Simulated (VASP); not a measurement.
# Cu3O (P4/mmm) in VASP: relaxation of cell and atoms with PBE

Aim: the relaxation of cell and atoms of Cu3O with PBE.

All numbers are computed with VASP 6.6.1; they aren't measurements. Logs are shortened: lines on timing, memory, paths and dates and some standing lists are left out, and cuts for length are marked.

## Step 1: The cell of the first run

Symmetry: P4/mmm, No. 123, tetragonal system. The conventional cell has a = 3.539 Å, b = 3.539 Å, c = 3.503 Å, α = 90.00°, β = 90.00°, γ = 90.00°. Within 3.3 Å of Cu (site symmetry mmm) lie 8 Cu at 2.49 to 2.50 Å and 4 O at 2.49 Å. Cu (site symmetry 4/mmm) has 8 Cu at 2.49 Å and 4 O at 2.50 Å within 3.3 Å. O (site symmetry 4/mmm) has 12 Cu at 2.49 to 2.50 Å within 3.3 Å.

## Step 2: Relaxation of cell and atoms, PBE

The input, INCAR:

```
SYSTEM = Cu3O
PREC     = Accurate       ! precision mode
ENCUT    = 600            ! plane-wave cutoff, eV
EDIFF    = 1E-7           ! SCF threshold, eV
ISMEAR   = 0              ! smearing method
SIGMA    = 0.1            ! smearing width, eV
LREAL    = .False.        ! projectors in reciprocal space
LASPH    = .True.         ! aspherical terms in the spheres
NELM     = 80             ! most SCF steps
ALGO     = Normal         ! electronic algorithm
ISIF     = 3              ! what is computed and relaxed
LWAVE    = .False.        ! write WAVECAR
LCHARG   = .False.        ! write CHGCAR
GGA      = PE             ! functional
IBRION   = 2              ! ionic algorithm
NSW      = 100            ! ionic steps
EDIFFG   = -0.01          ! ionic threshold
```

The input, KPOINTS:

```
Automatic mesh
0
Gamma
  14 14 14
  0 0 0
```

The input, POSCAR:

```
Cu3O
1.0
    3.5388856662      0.0000000000      0.0000000000
    0.0000000000      3.5388856662      0.0000000000
    0.0000000000      0.0000000000      3.5025108609
Cu O
3 1
Direct
    0.0000000000      0.5000000000      0.5000000000
    0.5000000000      0.0000000000      0.5000000000
    0.5000000000      0.5000000000      0.0000000000
    0.0000000000      0.0000000000      0.0000000000
```

Potentials or basis: VASP PAW PBE potentials, release 64 (Cu, O).

Launch:

```sh
$ cat potpaw_PBE.64/Cu/POTCAR potpaw_PBE.64/O/POTCAR > POTCAR
$ mpirun -np 1 vasp_std > vasp.out
```

OUTCAR:

```text
SYSTEM = Cu3O
   PREC = Accurate
   ENCUT = 600
   EDIFF = 1E-7
   ISMEAR = 0
   LREAL = .False.
   LASPH = .True.
   NELM = 80
   ISIF = 3
   GGA = PE
   IBRION = 2
   NSW = 100
   EDIFFG = -0.01

 ion  position               nearest neighbor table
   1  0.000  0.500  0.500-   3 2.49   3 2.49   3 2.49   3 2.49   2 2.50   2 2.50   2 2.50   2 2.50

   2  0.500  0.000  0.500-   3 2.49   3 2.49   3 2.49   3 2.49   1 2.50   1 2.50   1 2.50   1 2.50

   3  0.500  0.500  0.000-   1 2.49   2 2.49   1 2.49   2 2.49   2 2.49   2 2.49   1 2.49   1 2.49

   4  0.000  0.000  0.000-

  LATTYP: Found a simple tetragonal cell.
 ALAT       =     3.5388856662
 C/A-ratio  =     0.9897213957

  Lattice vectors:

 A1 = (   3.5388856662,   0.0000000000,   0.0000000000)
 A2 = (   0.0000000000,   3.5388856662,   0.0000000000)
 A3 = (   0.0000000000,   0.0000000000,   3.5025108609)

Analysis of symmetry for initial positions (statically):
=====================================================================
 Subroutine PRICEL returns:
 Original cell was already a primitive cell.

 Routine SETGRP: Setting up the symmetry group for a
 simple tetragonal supercell.

 Subroutine GETGRP returns: Found 16 space group operations
 (whereof 16 operations were pure point group operations)
 out of a pool of 16 trial point group operations.

The static configuration has the point symmetry D_4h.

Analysis of symmetry for dynamics (positions and initial velocities):
=====================================================================
 Subroutine PRICEL returns:
 Original cell was already a primitive cell.

 Routine SETGRP: Setting up the symmetry group for a
 simple tetragonal supercell.

 Subroutine GETGRP returns: Found 16 space group operations
 (whereof 16 operations were pure point group operations)
 out of a pool of 16 trial point group operations.

The dynamic configuration has the point symmetry D_4h.

 Subroutine INISYM returns: Found 16 space group operations
 (whereof 16 operations are pure point group operations),
 and found     1 'primitive' translations

----------------------------------------------------------------------------------------

                                     Primitive cell

  volume of cell :      43.8644

  direct lattice vectors                    reciprocal lattice vectors
     3.538885666  0.000000000  0.000000000     0.282574826  0.000000000  0.000000000
     0.000000000  3.538885666  0.000000000     0.000000000  0.282574826  0.000000000
     0.000000000  0.000000000  3.502510861     0.000000000  0.000000000  0.285509464

  length of vectors
     3.538885666  3.538885666  3.502510861     0.282574826  0.282574826  0.285509464

  position of ions in fractional coordinates (direct lattice)
     0.000000000  0.500000000  0.500000000
     0.500000000  0.000000000  0.500000000
     0.500000000  0.500000000  0.000000000
     0.000000000  0.000000000  0.000000000

  ion indices of the primitive-cell ions
   primitive index   ion index
                 1           1
                 2           2
                 3           3
                 4           4

----------------------------------------------------------------------------------------

 KPOINTS: Automatic mesh

Automatic generation of k-mesh.
 Grid dimensions read from file:
 generate k-points for:   14   14   14

 Generating k-lattice:

  Cartesian coordinates                     Fractional coordinates (reciprocal lattice)
     0.020183916  0.000000000  0.000000000     0.071428571  0.000000000  0.000000000
     0.000000000  0.020183916  0.000000000     0.000000000  0.071428571  0.000000000
     0.000000000  0.000000000  0.020393533     0.000000000  0.000000000  0.071428571

  Length of vectors
     0.020183916  0.020183916  0.020393533

  Shift w.r.t. Gamma in fractional coordinates (k-lattice)
     0.000000000  0.000000000  0.000000000

 Subroutine IBZKPT returns following result:
 ===========================================

 Found    288 irreducible k-points:

 Following reciprocal coordinates:
            Coordinates               Weight
  0.000000  0.000000  0.000000      1.000000
  0.071429  0.000000  0.000000      4.000000
  0.142857  0.000000  0.000000      4.000000
  0.214286  0.000000  0.000000      4.000000
  0.285714  0.000000  0.000000      4.000000
  0.357143  0.000000  0.000000      4.000000
[... 16 lines left out ...]
  0.285714  0.214286  0.000000      8.000000
  0.357143  0.214286  0.000000      8.000000
 [... further k-points ...]
   k-points           NKPTS =    288   k-points in BZ     NKDIM =    288   number of bands    NBANDS=     23
   number of dos      NEDOS =    301   number of ions     NIONS =      4
   total plane-waves  NPLWV =  21952
   dimension x,y,z NGX =    28 NGY =   28 NGZ =   28
   dimension x,y,z NGXF=    56 NGYF=   56 NGZF=   56
   ions per type =               3   1
   NGX,Y,Z   is equivalent  to a cutoff of  13.15, 13.15, 13.29 a.u.
   NGXF,Y,Z  is equivalent  to a cutoff of  26.31, 26.31, 26.58 a.u.
 SYSTEM =  Cu3O
   PREC   = accura    normal or accurate (medium, high low for compatibility)
   ISTART =      0    job   : 0-new  1-cont  2-samecut
   ICHARG =      2    charge: 1-file 2-atom 10-const
   ISPIN  =      1    spin polarized calculation?
   LNONCOLLINEAR =      F non collinear calculations
   LSORBIT =      F    spin-orbit coupling
   LASPH  =      T    aspherical Exc in radial PAW
   ENCUT  =  600.0 eV  44.10 Ry    6.64 a.u.   7.07  7.07  7.00*2*pi/ulx,y,z
   NELM   =     80;   NELMIN=  2; NELMDL= -5     # of ELM steps
   EDIFF  = 0.1E-06   stopping-criterion for ELM
   LREAL  =      F    real-space projection
   EDIFFG = -.1E-01   stopping-criterion for IOM
   NSW    =    100    number of steps for IOM
   IBRION =      2    ionic relax: 0-MD 1-quasi-New 2-CG
   NFREE  =      1    steps in history (QN), initial steepest desc. (CG)
   ISIF   =      3    stress and relaxation
   ISYM   =      2    0-nonsym 1-usesym 2-fastsym
   POTIM  = 0.5000    time-step for ionic-motion
   TEBEG  =    0.0;   TEEND  =   0.0 temperature during run
   PSTRESS=    0.0 pullay stress
   NELECT =      39.0000    total number of electrons
   NUPDOWN=      -1.0000    fix difference up-down
   EMIN   =  10.00;   EMAX   =-10.00  energy-range for DOS
   EFERMI =   0.00;   METHOD = LEGACY
   ISMEAR =     0;   SIGMA  =   0.10  broadening in eV -4-tet -1-fermi 0-gaus
   EFERMI_NEDOS =   21; number of points for ismear=-14 and -15
   IALGO  =     38    algorithm
   IMIX   =      4    mixing-type and parameters
     AMIX     =   0.40;   BMIX     =  1.00
     AMIX_MAG =   1.60;   BMIX_MAG =  1.00
  volume/ion in A,a.u.               =      10.97        74.00
  Fermi-wavevector in a.u.,A,eV,Ry     =   1.574196  2.974799 33.716510  2.478094
  Thomas-Fermi vector in A             =   2.675367
   LORBIT       =      0    0 simple, 1 ext, 2 COOP (PROOUT), +10 PAW based schemes
   GGA     = PE    functional components
   LHFCALC =     F    Hartree Fock is set to
   AEXX    =    0.0000 exact exchange contribution
   IVDW    =     0    specifies the selected vdW correction
   LEPSILON=     F    determine dielectric tensor
   LRPA    =     F    only Hartree local field effects (RPA)
 conjugate gradient relaxation of ions
 non-spin polarized calculation
 Gauss-broadening in eV      SIGMA  =   0.10
  energy-cutoff  :      600.00
  volume of cell :       43.86
 maximum number of plane-waves:      1484
   NGX = 15   NGY = 15   NGZ = 13

--------------------------------------- Ionic step        1  -------------------------------------------

 number of electron      39.0000009 magnetization

 Free energy of the ion-electron system (eV)
  ---------------------------------------------------
  ext. energy  EPLUGINS =         0.00000000
  ---------------------------------------------------
  free energy    TOTEN  =       -15.23100630 eV

  energy without entropy =      -15.22512572  energy(sigma->0) =      -15.22806601

------------------------ aborting loop because EDIFF is reached ----------------------------------------

  FORCE on cell =-STRESS in cart. coord.  units (eV):
  Direction    XX          YY          ZZ          XY          YZ          ZX
  --------------------------------------------------------------------------------------
  -------------------------------------------------------------------------------------
  Total        0.6054715      0.6054715      0.6354884      0.0000000     -0.0000000      0.0000000
  in kB       22.1152426     22.1152426     23.2116304      0.0000000     -0.0000000      0.0000000
  external PRESSURE =      22.4807052 kB  Pullay stress =       0.0000000 kB

 VOLUME and BASIS-vectors are now :
 -----------------------------------------------------------------------------
  energy-cutoff  :      600.00
  volume of cell :       43.86
      direct lattice vectors                 reciprocal lattice vectors
     3.538885666  0.000000000  0.000000000     0.282574826  0.000000000  0.000000000
     0.000000000  3.538885666  0.000000000     0.000000000  0.282574826  0.000000000
     0.000000000  0.000000000  3.502510861     0.000000000  0.000000000  0.285509464
[... 39 lines left out ...]
 POSITION                                       TOTAL-FORCE (eV/Angst)
 -----------------------------------------------------------------------------------
      0.00000      1.78236      1.76468         0.000000     -0.000000      0.000000
      1.78236     -0.00000      1.76468         0.000000      0.000000      0.000000
      1.78236      1.78236      0.00000         0.000000      0.000000      0.000000
      0.00000      0.00000      0.00000         0.000000      0.000000      0.000000
 -----------------------------------------------------------------------------------
    total drift:                                0.000000      0.000000      0.000000

  FREE ENERGIE OF THE ION-ELECTRON SYSTEM (eV)
  ---------------------------------------------------
  free  energy   TOTEN  =       -15.2350524260 eV

  energy  without entropy=      -15.2289352830  energy(sigma->0) =      -15.23199385

--------------------------------------- Ionic step        3  -------------------------------------------

 number of electron      38.9999972 magnetization

 Free energy of the ion-electron system (eV)
  ---------------------------------------------------
  ext. energy  EPLUGINS =         0.00000000
  ---------------------------------------------------
  free energy    TOTEN  =       -15.23580285 eV

  energy without entropy =      -15.22975330  energy(sigma->0) =      -15.23277807

 E-fermi :   6.1019     XC(G=0): -12.3570

 val. band max:        6.0982616792   @ k =   0.3571   0.1429   0.0714
 cond. band min:       6.1068788133   @ k =   0.3571   0.0714   0.1429
 fundamental gap:      0.0086171341
 Fermi energy:         6.1019095079

 k-point     1 :       0.0000    0.0000    0.0000
  band No.  band energies     occupation
      1     -11.7795      2.00000
      2      -0.2463      2.00000
      3       2.8091      2.00000
      4       2.8091      2.00000
      5       2.8157      2.00000
      6       2.8459      2.00000
[... 15 lines left out ...]
     22      11.9252      0.00000
     23      12.0892      0.00000
[... 575 lines left out ...]
      1     -11.5455      2.00000
      2      -0.3038      2.00000
      3       1.2958      2.00000
      4       2.0700      2.00000
      5       2.1698      2.00000
      6       3.1085      2.00000
[... 15 lines left out ...]
     22      10.6380      0.00000
     23      13.5203      0.00000

 [... further k-points ...]

------------------------ aborting loop because EDIFF is reached ----------------------------------------

  FORCE on cell =-STRESS in cart. coord.  units (eV):
  Direction    XX          YY          ZZ          XY          YZ          ZX
  --------------------------------------------------------------------------------------
  -------------------------------------------------------------------------------------
  Total       -0.0034802     -0.0034802      0.0231248      0.0000000      0.0000000      0.0000000
  in kB       -0.1251242     -0.1251242      0.8314035      0.0000000      0.0000000      0.0000000
  external PRESSURE =       0.1937184 kB  Pullay stress =       0.0000000 kB

 VOLUME and BASIS-vectors are now :
 -----------------------------------------------------------------------------
  energy-cutoff  :      600.00
  volume of cell :       44.56
      direct lattice vectors                 reciprocal lattice vectors
     3.557274937  0.000000000  0.000000000     0.281114060  0.000000000  0.000000000
     0.000000000  3.557274937  0.000000000     0.000000000  0.281114060  0.000000000
     0.000000000 -0.000000000  3.521613414     0.000000000  0.000000000  0.283960754

 POSITION                                       TOTAL-FORCE (eV/Angst)
 -----------------------------------------------------------------------------------
      0.00000      1.77864      1.76081         0.000000     -0.000000      0.000000
      1.77864     -0.00000      1.76081         0.000000      0.000000      0.000000
      1.77864      1.77864      0.00000         0.000000      0.000000      0.000000
      0.00000      0.00000      0.00000         0.000000      0.000000      0.000000
 -----------------------------------------------------------------------------------
    total drift:                                0.000000      0.000000      0.000000

  FREE ENERGIE OF THE ION-ELECTRON SYSTEM (eV)
  ---------------------------------------------------
  free  energy   TOTEN  =       -15.2358028489 eV

  energy  without entropy=      -15.2297533003  energy(sigma->0) =      -15.23277807

 reached required accuracy - stopping structural energy minimisation
```

It took 5.5 min on 1 thread of Intel Xeon 6975P-C (Granite Rapids), shared host; peak memory 0.4 GiB.

Results:

```
Free energy                           : -15.2358 eV
Relaxed volume                        : 11.14 Å³/atom
Relaxed cell                          : a = 3.557 Å, b = 3.557 Å, c = 3.522 Å, α = 90.00°, β = 90.00°, γ = 90.00°
Space group after relaxing (to 0.1 Å) : Pm-3m (No. 221)
Energy gained by relaxing             : 1.2 meV/atom
Ionic steps                           : 3
Pressure after relaxing               : 0.0 GPa
Band gap on the k mesh                : zero (an odd number of electrons rules out a gap without spin polarisation)
```

Step by step:
| step | energy change (eV) | largest force (eV/Å) | pressure (GPa) | volume (Å³) |
| --- | --- | --- | --- | --- |
| 1 | 0.0000 | 0.0000 | 2.25 | 43.86 |
| 2 | -0.0040 | 0.0000 | -0.83 | 44.85 |
| 3 | -0.0048 | 0.0000 | 0.02 | 44.56 |

Final structure:
```cif
data_structure
_symmetry_space_group_name_H-M 'P 1'
_symmetry_Int_Tables_number 1
_cell_length_a 3.5573
_cell_length_b 3.5573
_cell_length_c 3.5216
_cell_angle_alpha 90.000
_cell_angle_beta 90.000
_cell_angle_gamma 90.000
_cell_volume 44.56
loop_
_atom_site_label
_atom_site_type_symbol
_atom_site_fract_x
_atom_site_fract_y
_atom_site_fract_z
_atom_site_occupancy
Cu1 Cu 0.00000 0.50000 0.50000 1
Cu2 Cu 0.50000 0.00000 0.50000 1
Cu3 Cu 0.50000 0.50000 0.00000 1
O1 O 0.00000 0.00000 0.00000 1
```

Levels at points of the mesh, in eV from the Fermi level:
```
           k point  band 18  band 19  band 20  band 21  band 22  band 23
(0.00, 0.00, 0.00)    -0.63    -0.60    -0.60     5.82     5.82     5.99
(0.50, 0.00, 0.00)    -0.60    -0.60    -0.56     1.26     6.63     6.85
(0.50, 0.50, 0.00)    -0.68    -0.68    -0.19     3.38     3.86     3.86
(0.00, 0.00, 0.50)    -0.63    -0.55    -0.55     1.30     6.72     6.72
(0.50, 0.00, 0.50)    -0.68    -0.66    -0.21     3.28     3.87     3.96
(0.50, 0.50, 0.50)    -0.72    -0.71    -0.50     4.30     4.30     4.32
```

With open d or f shells a metallic result of PBE can be an artefact of self-interaction; +U or a hybrid may open a gap.
